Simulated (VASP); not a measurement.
Input of a VASP 6.6.1 run:

Contents of INCAR:

```
SYSTEM = ZnO
PREC = Accurate ; ENCUT = 520
EDIFF = 1E-7 ; ISMEAR = 0
SIGMA = 0.1 ; LREAL = .FALSE.
LASPH = .TRUE. ; NELM = 60
ALGO = Normal ; ISIF = 2
LWAVE = .FALSE. ; LCHARG = .TRUE.
LELF = .TRUE. ; LVHAR = .TRUE.
NBANDS = 26
```

KPOINTS

```
Automatic mesh
0
G
  6 6 4
  0 0 0
```

POSCAR

```
ZnO
1.0
    3.2494000000      0.0000000000      0.0000000000
   -1.6247000000      2.8140629500      0.0000000000
    0.0000000000      0.0000000000      5.2038000000
Zn O
2 2
Direct
    0.3333333300      0.6666666700      0.0000000000
    0.6666666700      0.3333333300      0.5000000000
    0.3333333300      0.6666666700      0.3830000000
    0.6666666700      0.3333333300      0.8830000000
```

Potentials or basis: VASP PAW LDA potentials, release 64 (Zn, O).

The run is started by

```console
$ cat potpaw_LDA.64/Zn/POTCAR potpaw_LDA.64/O/POTCAR > POTCAR
$ mpirun -np 1 vasp_std > vasp.out
```

(1) Predict the largest force.

(2) Estimate the pressure.

Answers

(1) 0.068 eV/Å.

(2) -6.0 GPa.

Caveat: the cell stands under tension.
